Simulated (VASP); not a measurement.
## AlN (sol): single point with PBEsol

Crystal: AlN (sol).

```xyz
4
Lattice="3.1136 0.0000 0.0000 -1.5568 2.6964 0.0000 0.0000 0.0000 4.9831" Properties=species:S:1:pos:R:3 pbc="T T T"
Al    0.0000    1.7976   -0.2205
Al    1.5568    0.8988    2.2711
N     0.0000    1.7976    2.1241
N     1.5568    0.8988    4.6156
```

| Property | Result |
| --- | --- |
| Program | VASP 6.6.1 |
| Task | single point |
| Functional | PBEsol |
| Potentials or basis | VASP PAW PBE potentials, release 64 (Al, N) |
| Cutoff | 520 eV |
| k mesh | 9 × 9 × 6 |
| Occupations | gaussian, width 0.01 eV |
| Spin | no spin polarisation |

```yaml
Pressure: 7.5 GPa
Largest_force: 0.830 eV/Å
Band_gap_on_the_k_mesh: 2.80 eV, direct
```

Forces in eV/Å, atoms in the order of the input:
```
Al   0.000  0.000  0.830
Al   0.000  0.000  0.830
N    0.000  0.000 -0.830
N    0.000  0.000 -0.830
```

Stress tensor (GPa, compression positive):
```
 17.33   0.00   0.00
  0.00  17.33   0.00
  0.00   0.00 -12.29
```

Levels at points of the mesh, in eV from the valence-band top:
```
           k point  band 6  band 7  band 8  band 9  band 10  band 11
(0.00, 0.00, 0.00)   -1.82   -1.82    0.00    2.80     5.67     9.82
(0.00, 0.00, 0.50)   -2.15   -2.15   -2.15    5.60     5.60     9.06
```

Run time: 16 s on 1 thread of AMD EPYC 9R14 (Zen 4) (shared host), peak memory 0.14 GiB.

Caveat: the PAW data sets were made with another functional, which shifts forces and pressure a little. PBEsol gaps usually lie below the measured ones, often by a third to a half.
